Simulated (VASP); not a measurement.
# PbS (Galena) (Fm-3m) in VASP: a series of runs

Aim: see how the results for PbS (Galena) move with the level of theory and the settings. Levels: PBE, LDA. Tasks: single point.

Everything below comes from runs of VASP 6.6.1. Logs are shortened: lines on timing, memory, paths and dates and some standing lists are left out, and cuts for length are marked.

## 1. The cell of the first run

The structure is cubic, space group Fm-3m (No. 225). Conventional cell: a = 5.931 Å, b = 5.931 Å, c = 5.931 Å, α = 90.00°, β = 90.00°, γ = 90.00°. Within 3.9 Å of Pb (site symmetry m-3m) lie 6 S at 2.97 Å. Within 3.9 Å of S (site symmetry m-3m) lie 6 Pb at 2.97 Å.

## 2. Single point, PBE

File INCAR:

```
SYSTEM = PbS
  ALGO = Normal
  EDIFF = 1E-7
  ENCUT = 520
  GGA = PE
  ISIF = 2
  ISMEAR = 0
  LASPH = .True.
  LCHARG = .False.
  LREAL = .False.
  LWAVE = .False.
  NBANDS = 17
  NELM = 60
  PREC = Accurate
  SIGMA = 0.017
```

File KPOINTS:

```
k-points
0
Gamma
  8 8 8
  0 0 0
```

File POSCAR:

```
PbS
1.0
    0.0000000000      2.9657500000      2.9657500000
    2.9657500000      0.0000000000      2.9657500000
    2.9657500000      2.9657500000      0.0000000000
Pb S
1 1
Direct
    0.0000000000      0.0000000000      0.0000000000
    0.5000000000      0.5000000000      0.5000000000
```

Potentials or basis: VASP PAW PBE potentials, release 64 (Pb_d, S).

On the command line:

```bash
$ cat potpaw_PBE.64/Pb_d/POTCAR potpaw_PBE.64/S/POTCAR > POTCAR
$ mpirun -np 1 vasp_std > vasp.out
```

OUTCAR:

```text
SYSTEM = PbS
   EDIFF = 1E-7
   ENCUT = 520
   GGA = PE
   ISIF = 2
   ISMEAR = 0
   LASPH = .True.
   LREAL = .False.
   NELM = 60
   PREC = Accurate

 ion  position               nearest neighbor table
   1  0.000  0.000  0.000-   2 2.97   2 2.97   2 2.97   2 2.97   2 2.97   2 2.97
   2  0.500  0.500  0.500-   1 2.97   1 2.97   1 2.97   1 2.97   1 2.97   1 2.97

  LATTYP: Found a face centered cubic cell.
 ALAT       =     5.9315000000

  Lattice vectors:

 A1 = (   0.0000000000,   2.9657500000,   2.9657500000)
 A2 = (   2.9657500000,   0.0000000000,   2.9657500000)
 A3 = (   2.9657500000,   2.9657500000,   0.0000000000)

Analysis of symmetry for initial positions (statically):
=====================================================================
 Subroutine PRICEL returns:
 Original cell was already a primitive cell.

 Routine SETGRP: Setting up the symmetry group for a
 face centered cubic supercell.

 Subroutine GETGRP returns: Found 48 space group operations
[... 9 lines left out ...]

 Routine SETGRP: Setting up the symmetry group for a
 face centered cubic supercell.

 Subroutine GETGRP returns: Found 48 space group operations
[... 11 lines left out ...]
                                     Primitive cell

  volume of cell :      52.1715

  direct lattice vectors                    reciprocal lattice vectors
     0.000000000  2.965750000  2.965750000    -0.168591419  0.168591419  0.168591419
     2.965750000  0.000000000  2.965750000     0.168591419 -0.168591419  0.168591419
     2.965750000  2.965750000  0.000000000     0.168591419  0.168591419 -0.168591419

  length of vectors
     4.194203873  4.194203873  4.194203873     0.292008903  0.292008903  0.292008903

  position of ions in fractional coordinates (direct lattice)
     0.000000000  0.000000000  0.000000000
     0.500000000  0.500000000  0.500000000

  ion indices of the primitive-cell ions
   primitive index   ion index
                 1           1
                 2           2

----------------------------------------------------------------------------------------

 KPOINTS: k-points

Automatic generation of k-mesh.
 Grid dimensions read from file:
 generate k-points for:    8    8    8

 Generating k-lattice:

[... 54 lines left out ...]
   ICHARG =      2    charge: 1-file 2-atom 10-const
   ISPIN  =      1    spin polarized calculation?
   LNONCOLLINEAR =      F non collinear calculations
   LSORBIT =      F    spin-orbit coupling
   LASPH  =      T    aspherical Exc in radial PAW
   ENCUT  =  520.0 eV  38.22 Ry    6.18 a.u.   7.80  7.80  7.80*2*pi/ulx,y,z
   NELM   =     60;   NELMIN=  2; NELMDL= -5     # of ELM steps
   EDIFF  = 0.1E-06   stopping-criterion for ELM
   LREAL  =      F    real-space projection
   EDIFFG = 0.1E-05   stopping-criterion for IOM
   NSW    =      0    number of steps for IOM
   IBRION =     -1    ionic relax: 0-MD 1-quasi-New 2-CG
   NFREE  =      0    steps in history (QN), initial steepest desc. (CG)
   ISIF   =      2    stress and relaxation
   ISYM   =      2    0-nonsym 1-usesym 2-fastsym
   POTIM  = 0.5000    time-step for ionic-motion
   TEBEG  =    0.0;   TEEND  =   0.0 temperature during run
   PSTRESS=    0.0 pullay stress
   NELECT =      20.0000    total number of electrons
   NUPDOWN=      -1.0000    fix difference up-down
   EMIN   =  10.00;   EMAX   =-10.00  energy-range for DOS
   EFERMI =   0.00;   METHOD = LEGACY
   ISMEAR =     0;   SIGMA  =   0.02  broadening in eV -4-tet -1-fermi 0-gaus
   EFERMI_NEDOS =   21; number of points for ismear=-14 and -15
   IALGO  =     38    algorithm
   IMIX   =      4    mixing-type and parameters
     AMIX     =   0.40;   BMIX     =  1.00
     AMIX_MAG =   1.60;   BMIX_MAG =  1.00
  volume/ion in A,a.u.               =      26.09       176.04
  Fermi-wavevector in a.u.,A,eV,Ry     =   1.189251  2.247359 19.242973  1.414319
  Thomas-Fermi vector in A             =   2.325363
   LORBIT       =      0    0 simple, 1 ext, 2 COOP (PROOUT), +10 PAW based schemes
   GGA     = PE    functional components
   LHFCALC =     F    Hartree Fock is set to
   AEXX    =    0.0000 exact exchange contribution
   IVDW    =     0    specifies the selected vdW correction
   LEPSILON=     F    determine dielectric tensor
   LRPA    =     F    only Hartree local field effects (RPA)
 non-spin polarized calculation
 Gauss-broadening in eV      SIGMA  =   0.02
  energy-cutoff  :      520.00
  volume of cell :       52.17
 maximum number of plane-waves:      1424
   NGX = 15   NGY = 15   NGZ = 15

 number of electron      19.9999998 magnetization

 Free energy of the ion-electron system (eV)
  ---------------------------------------------------
  ext. energy  EPLUGINS =         0.00000000
  ---------------------------------------------------
  free energy    TOTEN  =        -8.75604597 eV

  energy without entropy =       -8.75604597  energy(sigma->0) =       -8.75604597

 E-fermi :   5.9470     XC(G=0):  -9.6824

 val. band max:        5.8228061862   @ k =   0.5000   0.0000   0.0000
 cond. band min:       6.1870790960   @ k =   0.5000   0.0000   0.0000
 fundamental gap:      0.3642729098
 Fermi energy:         5.9470229991

 k-point     1 :       0.0000    0.0000    0.0000
  band No.  band energies     occupation
      1     -11.0018      2.00000
      2     -11.0018      2.00000
      3     -11.0018      2.00000
      4     -10.9853      2.00000
      5     -10.9853      2.00000
      6      -7.7751      2.00000
[... 457 lines left out ...]
      4     -10.9727      2.00000
      5     -10.9516      2.00000
      6      -6.3075      2.00000
[... 9 lines left out ...]
     16      16.7388      0.00000
     17      17.0015      0.00000

 [... further k-points ...]

------------------------ aborting loop because EDIFF is reached ----------------------------------------

  FORCE on cell =-STRESS in cart. coord.  units (eV):
  Direction    XX          YY          ZZ          XY          YZ          ZX
  --------------------------------------------------------------------------------------
  -------------------------------------------------------------------------------------
  Total        0.7029121      0.7029121      0.7029121     -0.0000000     -0.0000000      0.0000000
  in kB       21.5862879     21.5862879     21.5862879     -0.0000000     -0.0000000      0.0000000
  external PRESSURE =      21.5862879 kB  Pullay stress =       0.0000000 kB

 VOLUME and BASIS-vectors are now :
 -----------------------------------------------------------------------------
  energy-cutoff  :      520.00
  volume of cell :       52.17
      direct lattice vectors                 reciprocal lattice vectors
     0.000000000  2.965750000  2.965750000    -0.168591419  0.168591419  0.168591419
     2.965750000  0.000000000  2.965750000     0.168591419 -0.168591419  0.168591419
     2.965750000  2.965750000  0.000000000     0.168591419  0.168591419 -0.168591419

 POSITION                                       TOTAL-FORCE (eV/Angst)
 -----------------------------------------------------------------------------------
      0.00000      0.00000      0.00000         0.000000     -0.000000      0.000000
      2.96575      2.96575      2.96575        -0.000000      0.000000     -0.000000
 -----------------------------------------------------------------------------------
    total drift:                                0.000000     -0.000000     -0.000000

  FREE ENERGIE OF THE ION-ELECTRON SYSTEM (eV)
  ---------------------------------------------------
  free  energy   TOTEN  =        -8.7560459713 eV

  energy  without entropy=       -8.7560459713  energy(sigma->0) =       -8.75604597
```

It took 16 s on 1 thread of Intel Xeon Platinum 8488C (Sapphire Rapids), shared host; peak memory 0.18 GiB.

Results:

```
Free energy            : -8.7560 eV
Pressure               : 2.2 GPa
Band gap on the k mesh : 0.36 eV, direct
```

Levels at points of the mesh, in eV from the valence-band top:
```csv
k point,band 8,band 9,band 10,band 11,band 12,band 13
"(0.00, 0.00, 0.00)",-2.17,-2.17,-2.17,5.21,5.21,5.21
"(0.50, 0.00, 0.00)",-1.78,-1.78,0.00,0.36,1.96,1.96
"(0.50, 0.50, 0.00)",-5.20,-3.44,-3.44,3.86,5.58,5.68
```

Caveat: spin-orbit coupling is left out, which moves the levels of the heavy elements.

## 3. Single point, PBE

This run uses another cell than the first one, of 27.12 Å³/atom, 1.040 times its volume.

File INCAR:

```
SYSTEM = PbS
PREC = Accurate ; ENCUT = 520
EDIFF = 1E-6 ; ISMEAR = -1
SIGMA = 0.05 ; LREAL = .False.
LASPH = .True. ; NELM = 60
ALGO = Normal ; ISIF = 2
LWAVE = .False. ; LCHARG = .False.
GGA = PE ; NBANDS = 17
```

File KPOINTS:

```
Automatic mesh
0
Gamma
  8 8 8
  0 0 0
```

File POSCAR:

```
PbS
1.0
    0.0000000000      3.0045301458      3.0045301458
    3.0045301458      0.0000000000      3.0045301458
    3.0045301458      3.0045301458      0.0000000000
Pb S
1 1
Direct
    0.0000000000      0.0000000000      0.0000000000
    0.5000000000      0.5000000000      0.5000000000
```

Potentials or basis: VASP PAW PBE potentials, release 64 (Pb_d, S).

On the command line:

```bash
$ cat potpaw_PBE.64/Pb_d/POTCAR potpaw_PBE.64/S/POTCAR > POTCAR
$ mpirun -np 1 vasp_std > vasp.out
```

OUTCAR:

```text
SYSTEM = PbS
   PREC = Accurate
   ENCUT = 520
   EDIFF = 1E-6
   ISMEAR = -1
   LREAL = .False.
   LASPH = .True.
   NELM = 60
   ISIF = 2
   GGA = PE

 ion  position               nearest neighbor table
   1  0.000  0.000  0.000-   2 3.00   2 3.00   2 3.00   2 3.00   2 3.00   2 3.00
   2  0.500  0.500  0.500-   1 3.00   1 3.00   1 3.00   1 3.00   1 3.00   1 3.00

  LATTYP: Found a face centered cubic cell.
 ALAT       =     6.0090602916

  Lattice vectors:

[... 664 lines left out ...]
 [... further k-points ...]

------------------------ aborting loop because EDIFF is reached ----------------------------------------

  FORCE on cell =-STRESS in cart. coord.  units (eV):
  Direction    XX          YY          ZZ          XY          YZ          ZX
  --------------------------------------------------------------------------------------
  -------------------------------------------------------------------------------------
  Total       -0.0326151     -0.0326151     -0.0326151      0.0000000      0.0000000     -0.0000000
  in kB       -0.9633175     -0.9633175     -0.9633175      0.0000000      0.0000000     -0.0000000
  external PRESSURE =      -0.9633175 kB  Pullay stress =       0.0000000 kB

 VOLUME and BASIS-vectors are now :
 -----------------------------------------------------------------------------
  energy-cutoff  :      520.00
  volume of cell :       54.24
      direct lattice vectors                 reciprocal lattice vectors
     0.000000000  3.004530146  3.004530146    -0.166415371  0.166415371  0.166415371
     3.004530146  0.000000000  3.004530146     0.166415371 -0.166415371  0.166415371
     3.004530146  3.004530146  0.000000000     0.166415371  0.166415371 -0.166415371

 POSITION                                       TOTAL-FORCE (eV/Angst)
 -----------------------------------------------------------------------------------
      0.00000      0.00000      0.00000        -0.000000      0.000000      0.000000
      3.00453      3.00453      3.00453         0.000000     -0.000000     -0.000000
 -----------------------------------------------------------------------------------
    total drift:                                0.000000     -0.000000     -0.000000

  FREE ENERGIE OF THE ION-ELECTRON SYSTEM (eV)
  ---------------------------------------------------
  free  energy   TOTEN  =        -8.7699285068 eV

  energy  without entropy=       -8.7698654781  energy(sigma->0) =       -8.76989699
```

OSZICAR:

```text
N       E                     dE             d eps       ncg     rms          rms(c)
DAV:   1     0.160823135696E+03    0.16082E+03   -0.95819E+03   994   0.122E+03
DAV:   2     0.302965639441E+01   -0.15779E+03   -0.15174E+03  1046   0.317E+02
DAV:   3    -0.898237635526E+01   -0.12012E+02   -0.11941E+02  1281   0.924E+01
DAV:   4    -0.927698367277E+01   -0.29461E+00   -0.29442E+00  1279   0.158E+01
DAV:   5    -0.928797083539E+01   -0.10987E-01   -0.10987E-01  1446   0.297E+00    0.435E+00
DAV:   6    -0.876498091639E+01    0.52299E+00   -0.15310E+00  1519   0.805E+00    0.306E+00
DAV:   7    -0.876646696684E+01   -0.14861E-02   -0.14288E-01  1143   0.186E+00    0.181E+00
DAV:   8    -0.877033535122E+01   -0.38684E-02   -0.17581E-02  1150   0.140E+00    0.349E-01
DAV:   9    -0.876970269568E+01    0.63266E-03   -0.39244E-03  1533   0.526E-01    0.884E-02
DAV:  10    -0.876992222971E+01   -0.21953E-03   -0.41042E-04  1146   0.113E-01    0.676E-02
DAV:  11    -0.876992751449E+01   -0.52848E-05   -0.60659E-05  1358   0.835E-02    0.150E-02
DAV:  12    -0.876992850681E+01   -0.99233E-06   -0.42496E-06  1277   0.213E-02
   1 F= -.87699285E+01 E0= -.87698970E+01  d E =-.630287E-04
```

stdout:

```text
POSCAR found type information on POSCAR PbS
 POSCAR found :  2 types and       2 ions
 scaLAPACK will be used
 LDA part: xc-table for (Slater+PW92), standard interpolation
 POSCAR, INCAR and KPOINTS ok, starting setup
 FFT: planning ... GRIDC
 FFT: planning ... GRID_SOFT
 FFT: planning ... GRID
 WAVECAR not read
 entering main loop
```

Run time: 17 s. Hardware: 1 thread of Intel Xeon Platinum 8488C (Sapphire Rapids), shared host; peak memory 0.18 GiB.

What came out:

```yaml
Free_energy: -8.7699 eV
Pressure: -0.1 GPa
Band_gap_on_the_k_mesh: 0.50 eV, direct
```

Levels at points of the mesh, in eV from the valence-band top:
```tsv
k point	band 6	band 7	band 8	band 9	band 10	band 11	band 12	band 13	band 14	band 15
(0.00, 0.00, 0.00)	-13.21	-6.07	-1.94	-1.94	-1.94	5.14	5.14	5.14	6.87	6.87
(0.50, 0.00, 0.00)	-12.07	-8.59	-1.58	-1.58	0.00	0.50	2.08	2.08	8.65	10.22
(0.50, 0.50, 0.00)	-11.70	-7.11	-4.83	-3.15	-3.15	4.07	5.48	5.57	5.57	11.18
```

Caveat: spin-orbit coupling is left out, which moves the levels of the heavy elements.

(Continued in part 2 of 2.)
